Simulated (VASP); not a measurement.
Set up this calculation in VASP 6.6.1, as the native input.

- Task: single point
- Functional: PBEsol
- Potentials or basis: VASP PAW PBE potentials, release 64 (Cs_sv, Pb_d, Br)
- Cutoff: 520 eV
- k mesh: 6 × 6 × 6
- Occupations: gaussian, width 0.05 eV
- Spin: no spin polarisation
- Dipole correction: no
- Further INCAR settings: ALGO = Normal; EDIFF = 1e-07; NBANDS = 30

The structure of CsPbBr3 lies in POSCAR:

```
CsPbBr3
1.0
    6.1631138024     -1.2326227605     -1.2326227605
   -1.2326227605      6.1631138024     -1.2326227605
   -1.2326227605     -1.2326227605      6.1631138024
Cs Pb Br
1 1 3
Direct
    0.0000000000      0.0000000000      0.0000000000
    0.5000000000      0.5000000000      0.5000000000
    0.0000000000      0.5000000000      0.5000000000
    0.5000000000      0.0000000000      0.5000000000
    0.5000000000      0.5000000000      0.0000000000
```

This cell differs from its parent crystal: ratio of the length along [111] to the lengths across it x 0.5, volume and fractional coordinates fixed.

These files were run (other wordings do the same):

INCAR

```
SYSTEM = CsPbBr3
PREC = Accurate
ENCUT = 520
EDIFF = 1E-7
ISMEAR = 0
SIGMA = 0.05
LREAL = .False.
LASPH = .True.
NELM = 100
ALGO = Normal
ISIF = 2
LWAVE = .False.
LCHARG = .False.
GGA = PS
NBANDS = 30
```

KPOINTS

```
Automatic mesh
0
Gamma
  6 6 6
  0 0 0
```

Potentials or basis: VASP PAW PBE potentials, release 64 (Cs_sv, Pb_d, Br).

The run is started by

```sh
$ cat potpaw_PBE.64/Cs_sv/POTCAR potpaw_PBE.64/Pb_d/POTCAR potpaw_PBE.64/Br/POTCAR > POTCAR
$ mpirun -np 1 vasp_std > vasp.out
```

It gave:

```
Pressure               : -0.9 GPa
Band gap on the k mesh : 0.05 eV, indirect (least direct gap 0.17 eV)
```

Caveat: the PAW data sets were made with another functional, which shifts forces and pressure a little; spin-orbit coupling is left out, which moves the levels of the heavy elements.

Wall time 3.4 min on 1 thread of Intel(R) Xeon(R) Platinum 8375C CPU @ 2.90GHz (Ice Lake), on a shared host, peak memory 0.44 GiB.
